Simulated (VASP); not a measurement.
# Ca3Si2N (Fmmm) in VASP: notebook, part 3 of 3

VASP 6.6.1. The steps go on from the part before.

## (6) Single point, PBE, collinear spin, ferromagnetic start

This run uses another cell than the first one, of 31.93 Å³/atom.

The input, INCAR:

```
PREC = Accurate
ENCUT = 520
EDIFF = 1E-7
ISMEAR = 0
SIGMA = 0.1
LREAL = F
LASPH = T
NELM = 150
ALGO = Normal
ISIF = 2
LWAVE = F
LCHARG = F
ISPIN = 2
MAGMOM = 0 0 0 0 0 1
LORBIT = 11
GGA = PE
NBANDS = 34
```

The input, KPOINTS:

```
regular mesh
0
Gamma
  4 4 4
```

The input, POSCAR:

```
Ca3Si2N
1.0
    0.0000000000      5.1222076112      7.4723625607
    2.5025954768      0.0000000000      7.4723625607
    2.5025954768      5.1222076112      0.0000000000
Ca Si N
3 2 1
Direct
    0.3524459684      0.3524459684      0.6475540316
    0.6475540316      0.6475540316      0.3524459684
    0.0000000000      0.0000000000      0.0000000000
    0.0000000000      0.0000000000      0.5000000000
    0.5000000000      0.5000000000      0.0000000000
    0.5000000000      0.5000000000      0.5000000000
```

Potentials or basis: VASP PAW PBE potentials, release 64 (Ca_sv, Si, N).

Command:

```
cat potpaw_PBE.64/Ca_sv/POTCAR potpaw_PBE.64/Si/POTCAR potpaw_PBE.64/N/POTCAR > POTCAR
mpirun -np 1 vasp_std > vasp.out
```

OUTCAR:

```text
PREC = Accurate
   ENCUT = 520
   EDIFF = 1E-7
   ISMEAR = 0
   LREAL = F
   LASPH = T
   NELM = 150
   ISIF = 2
   ISPIN = 2
   LORBIT = 11
   GGA = PE

 ion  position               nearest neighbor table
   1  0.352  0.352  0.648-   6 2.21
   2  0.648  0.648  0.352-   6 2.21
   3  0.000  0.000  0.000-   4 2.85   4 2.85   5 2.85   5 2.85
   4  0.000  0.000  0.500-   5 2.50   5 2.50   3 2.85   3 2.85
   5  0.500  0.500  0.000-   4 2.50   4 2.50   3 2.85   3 2.85
   6  0.500  0.500  0.500-   1 2.21   2 2.21

  LATTYP: Found a face centered orthorhombic cell.
 ALAT       =     5.0051909536
 B/A-ratio  =     2.0467581192
 C/A-ratio  =     2.9858451476

  Lattice vectors:

 A1 = (   0.0000000000,   5.1222076112,   7.4723625607)
 A2 = (   2.5025954768,   0.0000000000,   7.4723625607)
 A3 = (   2.5025954768,   5.1222076112,   0.0000000000)

Analysis of symmetry for initial positions (statically):
=====================================================================
 Subroutine PRICEL returns:
 Original cell was already a primitive cell.

 Routine SETGRP: Setting up the symmetry group for a
 face centered orthorhombic supercell.

 Subroutine GETGRP returns: Found  8 space group operations
 (whereof  8 operations were pure point group operations)
 out of a pool of  8 trial point group operations.

The static configuration has the point symmetry D_2h.

Analysis of symmetry for dynamics (positions and initial velocities):
=====================================================================
 Subroutine PRICEL returns:
 Original cell was already a primitive cell.

 Routine SETGRP: Setting up the symmetry group for a
 face centered orthorhombic supercell.

 Subroutine GETGRP returns: Found  8 space group operations
 (whereof  8 operations were pure point group operations)
 out of a pool of  8 trial point group operations.

The dynamic configuration has the point symmetry D_2h.

Analysis of structural, dynamic, and magnetic symmetry:
=====================================================================
 Subroutine PRICEL returns:
 Original cell was already a primitive cell.

 Routine SETGRP: Setting up the symmetry group for a
 face centered orthorhombic supercell.

 Subroutine GETGRP returns: Found  8 space group operations
 (whereof  8 operations were pure point group operations)
 out of a pool of  8 trial point group operations.

The overall configuration has the point symmetry D_2h.

 Subroutine INISYM returns: Found  8 space group operations
 (whereof  8 operations are pure point group operations),
 and found     1 'primitive' translations

----------------------------------------------------------------------------------------

                                     Primitive cell

  volume of cell :     191.5736

  direct lattice vectors                    reciprocal lattice vectors
     0.000000000  5.122207611  7.472362561    -0.199792577  0.097614161  0.066913241
     2.502595477  0.000000000  7.472362561     0.199792577 -0.097614161  0.066913241
     2.502595477  5.122207611  0.000000000     0.199792577  0.097614161 -0.066913241
[... 88 lines left out ...]
   NSW    =      0    number of steps for IOM
   IBRION =     -1    ionic relax: 0-MD 1-quasi-New 2-CG
   NFREE  =      0    steps in history (QN), initial steepest desc. (CG)
   ISIF   =      2    stress and relaxation
   ISYM   =      2    0-nonsym 1-usesym 2-fastsym
   POTIM  = 0.5000    time-step for ionic-motion
   TEBEG  =    0.0;   TEEND  =   0.0 temperature during run
   PSTRESS=    0.0 pullay stress
   NELECT =      43.0000    total number of electrons
   NUPDOWN=      -1.0000    fix difference up-down
   EMIN   =  10.00;   EMAX   =-10.00  energy-range for DOS
   EFERMI =   0.00;   METHOD = LEGACY
   ISMEAR =     0;   SIGMA  =   0.10  broadening in eV -4-tet -1-fermi 0-gaus
   EFERMI_NEDOS =   21; number of points for ismear=-14 and -15
   IALGO  =     38    algorithm
   IMIX   =      4    mixing-type and parameters
     AMIX     =   0.40;   BMIX     =  1.00
     AMIX_MAG =   1.60;   BMIX_MAG =  1.00
  volume/ion in A,a.u.               =      31.93       215.47
  Fermi-wavevector in a.u.,A,eV,Ry     =   0.994914  1.880116 13.467791  0.989855
  Thomas-Fermi vector in A             =   2.126898
   LORBIT       =     11    0 simple, 1 ext, 2 COOP (PROOUT), +10 PAW based schemes
   GGA     = PE    functional components
   LHFCALC =     F    Hartree Fock is set to
   AEXX    =    0.0000 exact exchange contribution
   IVDW    =     0    specifies the selected vdW correction
   LEPSILON=     F    determine dielectric tensor
   LRPA    =     F    only Hartree local field effects (RPA)
 spin polarized calculation
 Gauss-broadening in eV      SIGMA  =   0.10
  energy-cutoff  :      520.00
  volume of cell :      191.57
 maximum number of plane-waves:      5178
 NGX is ok and might be reduce to    70
   NGX = 33   NGY = 29   NGZ = 21

 number of electron      43.0000001 magnetization      -0.0000148

 number of electron      43.0000001 magnetization       0.0000061

 Free energy of the ion-electron system (eV)
  ---------------------------------------------------
  ext. energy  EPLUGINS =         0.00000000
  ---------------------------------------------------
  free energy    TOTEN  =       -23.57513228 eV

  energy without entropy =      -23.55954896  energy(sigma->0) =      -23.56734062

 E-fermi :   2.2633     XC(G=0):  -7.6815

 val. band max:        2.2063826289   @ k =  -0.2500   0.2500   0.0000
 cond. band min:       2.3104492743   @ k =   0.5000  -0.0000   0.2500
 fundamental gap:      0.1040666454
 Fermi energy:         2.2633277972

 spin component 1

 k-point     1 :       0.0000    0.0000    0.0000
  band No.  band energies     occupation
      1     -39.3965      1.00000
      2     -39.3909      1.00000
      3     -38.2641      1.00000
      4     -20.5210      1.00000
      5     -20.5125      1.00000
      6     -20.4655      1.00000
[... 637 lines left out ...]
     32       5.5764      0.00000
     33       5.7073      0.00000
 Fermi energy:         2.2633277972

 spin component 2

 k-point     1 :       0.0000    0.0000    0.0000
  band No.  band energies     occupation
      1     -39.3965      1.00000
      2     -39.3909      1.00000
      3     -38.2641      1.00000
      4     -20.5210      1.00000
      5     -20.5125      1.00000
      6     -20.4655      1.00000
[... 637 lines left out ...]
     32       5.5764      0.00000
     33       5.7073      0.00000
 [bands above 33 left out]

------------------------ aborting loop because EDIFF is reached ----------------------------------------

  FORCE on cell =-STRESS in cart. coord.  units (eV):
  Direction    XX          YY          ZZ          XY          YZ          ZX
  --------------------------------------------------------------------------------------
  -------------------------------------------------------------------------------------
  Total        0.1677609      0.0433895      0.1738398      0.0000000      0.0000000      0.0000000
  in kB        1.4030253      0.3628766      1.4538651      0.0000000      0.0000000      0.0000000
  external PRESSURE =       1.0732557 kB  Pullay stress =       0.0000000 kB

 VOLUME and BASIS-vectors are now :
 -----------------------------------------------------------------------------
  energy-cutoff  :      520.00
  volume of cell :      191.57
      direct lattice vectors                 reciprocal lattice vectors
     0.000000000  5.122207611  7.472362561    -0.199792577  0.097614161  0.066913241
     2.502595477  0.000000000  7.472362561     0.199792577 -0.097614161  0.066913241
     2.502595477  5.122207611  0.000000000     0.199792577  0.097614161 -0.066913241

 POSITION                                       TOTAL-FORCE (eV/Angst)
 -----------------------------------------------------------------------------------
      2.50260      5.12221      5.26721         0.000000     -0.000000     -0.033441
      2.50260      5.12221      9.67752         0.000000     -0.000000      0.033441
      0.00000      0.00000      0.00000         0.000000     -0.000000     -0.000000
      1.25130      2.56110      0.00000         0.000000     -0.000000      0.000000
      1.25130      2.56110      7.47236         0.000000      0.000000     -0.000000
      2.50260      5.12221      7.47236        -0.000000     -0.000000      0.000000
 -----------------------------------------------------------------------------------
    total drift:                                0.000000      0.000000      0.000000

  FREE ENERGIE OF THE ION-ELECTRON SYSTEM (eV)
  ---------------------------------------------------
  free  energy   TOTEN  =       -23.5751322766 eV

  energy  without entropy=      -23.5595489588  energy(sigma->0) =      -23.56734062

 total charge

# of ion       s       p       d       tot
------------------------------------------
    1        2.066   5.836   0.254   8.156
    2        2.066   5.836   0.254   8.156
    3        2.059   5.862   0.339   8.260
    4        0.865   0.728   0.000   1.593
    5        0.865   0.728   0.000   1.593
    6        1.302   2.261   0.000   3.563
--------------------------------------------------
tot          9.222  21.251   0.847  31.321

 magnetization (x)

# of ion       s       p       d       tot
------------------------------------------
    1        0.000  -0.000   0.000   0.000
    2        0.000  -0.000   0.000   0.000
    3       -0.000   0.000   0.000   0.000
    4       -0.000   0.000   0.000   0.000
    5       -0.000   0.000   0.000   0.000
    6       -0.000  -0.000   0.000  -0.000
--------------------------------------------------
tot         -0.000  -0.000   0.000  -0.000
```

OSZICAR:

```text
N       E                     dE             d eps       ncg     rms          rms(c)
DAV:   1     0.365146090107E+03    0.36515E+03   -0.19462E+04  2448   0.112E+03
DAV:   2    -0.682286538761E+00   -0.36583E+03   -0.35466E+03  2888   0.319E+02
DAV:   3    -0.280066435901E+02   -0.27324E+02   -0.26536E+02  3892   0.699E+01
DAV:   4    -0.298840296012E+02   -0.18774E+01   -0.18667E+01  4112   0.174E+01
DAV:   5    -0.299512749249E+02   -0.67245E-01   -0.67202E-01  3816   0.301E+00    0.142E+01
DAV:   6    -0.250318883430E+02    0.49194E+01   -0.70701E+01  3754   0.247E+01    0.957E+00
DAV:   7    -0.236885054731E+02    0.13434E+01   -0.83304E+00  3302   0.106E+01    0.343E+00
DAV:   8    -0.235925181931E+02    0.95987E-01   -0.11911E+00  3150   0.430E+00    0.142E+00
DAV:   9    -0.235747526990E+02    0.17765E-01   -0.17176E-01  4278   0.157E+00    0.706E-01
DAV:  10    -0.235742929828E+02    0.45972E-03   -0.17151E-02  3408   0.600E-01    0.335E-01
DAV:  11    -0.235749619235E+02   -0.66894E-03   -0.57934E-03  3600   0.292E-01    0.172E-01
DAV:  12    -0.235750011249E+02   -0.39201E-04   -0.16055E-03  3296   0.150E-01    0.531E-02
DAV:  13    -0.235751073638E+02   -0.10624E-03   -0.24384E-04  2840   0.712E-02    0.200E-02
DAV:  14    -0.235751223153E+02   -0.14952E-04   -0.36146E-05  3672   0.251E-02    0.120E-02
DAV:  15    -0.235751297988E+02   -0.74835E-05   -0.76840E-06  2992   0.113E-02    0.541E-03
DAV:  16    -0.235751319268E+02   -0.21280E-05   -0.24269E-06  2968   0.585E-03    0.249E-03
DAV:  17    -0.235751322366E+02   -0.30977E-06   -0.58402E-07  2464   0.290E-03    0.106E-03
DAV:  18    -0.235751322766E+02   -0.39995E-07   -0.99702E-08  2360   0.157E-03
   1 F= -.23575132E+02 E0= -.23567341E+02  d E =-.155833E-01  mag=     0.0000
```

Run time: 8.7 min. Hardware: 1 thread of Intel Xeon Platinum 8488C (Sapphire Rapids), shared host; peak memory 0.64 GiB.

What came out:

```
Free energy                                           : -23.5751 eV
Pressure                                              : 0.1 GPa
Largest force                                         : 0.033 eV/Å
Net moment                                            : 0.00 μB per cell
Valence electrons inside the program's atomic spheres : Ca 8.16, 8.26 (each value once); Si 1.59; N 3.56
```

Forces on the atoms (eV/Å):
```
Ca   0.000  0.000 -0.033
Ca   0.000  0.000  0.033
Ca   0.000  0.000  0.000
Si   0.000  0.000  0.000
Si   0.000  0.000  0.000
N    0.000  0.000  0.000
```

Stress tensor (GPa, compression positive):
```
0.14 0.00 0.00
0.00 0.04 0.00
0.00 0.00 0.15
```

Caveat: the k points lie up to 0.36 Å⁻¹ apart.

## (7) The runs side by side

```tsv
task	spin	cell	cutoff (eV)	gap on the mesh (eV)	pressure (GPa)	moment (μB)	largest force (eV/Å)
single point	off	a = 6.681, b = 5.627, c = 5.112 Å, angles 76.8, 55.1, 48.1°, 6 atoms, atomic positions A	520	none	41.4	-	20.97
single point	off	a = 9.059, b = 5.701, c = 7.880 Å, angles 82.0, 38.5, 59.5°, 6 atoms, atomic positions B	520	none	0.1	-	0.03
relaxation of cell and atoms	off	relaxed from a = 6.681, b = 5.627, c = 5.112 Å, angles 76.8, 55.1, 48.1°, 6 atoms, atomic positions A	600	none	0.0	-	0.01
single point	collinear, ferromagnetic start	a = 6.681, b = 5.627, c = 5.112 Å, angles 76.8, 55.1, 48.1°, 6 atoms, atomic positions A	520	none	41.4	0.00	20.97
single point	collinear, ferromagnetic start	a = 9.059, b = 7.880, c = 5.701 Å, angles 82.0, 59.5, 38.5°, 6 atoms, atomic positions C	520	none	0.1	0.00	0.03
```

Alike in all rows: level PBE; potentials or basis VASP PAW PBE potentials, release 64 (Ca_sv, Si, N); k mesh 4 × 4 × 4; smearing gaussian 0.1 eV.

Caveats: all runs use coarse meshes; an odd number of electrons without spin polarisation forces a metal (at least some runs); a magnetic or distorted state may lie lower (at least some runs); atoms lie so close that the PAW spheres overlap strongly, which falsifies energies and pressures (at least some runs); the volume moved by over 15 % at a fixed basis, so the end points are rough (at least some runs); forces of over 1 eV/Å act on the atoms, so gaps and moduli don't describe the material at rest (at least some runs).

Total energies depend on the potentials used, so only differences within one code and one set of settings carry meaning.

The gap in the log of VASP goes by the Fermi energy; the results here count the filled bands.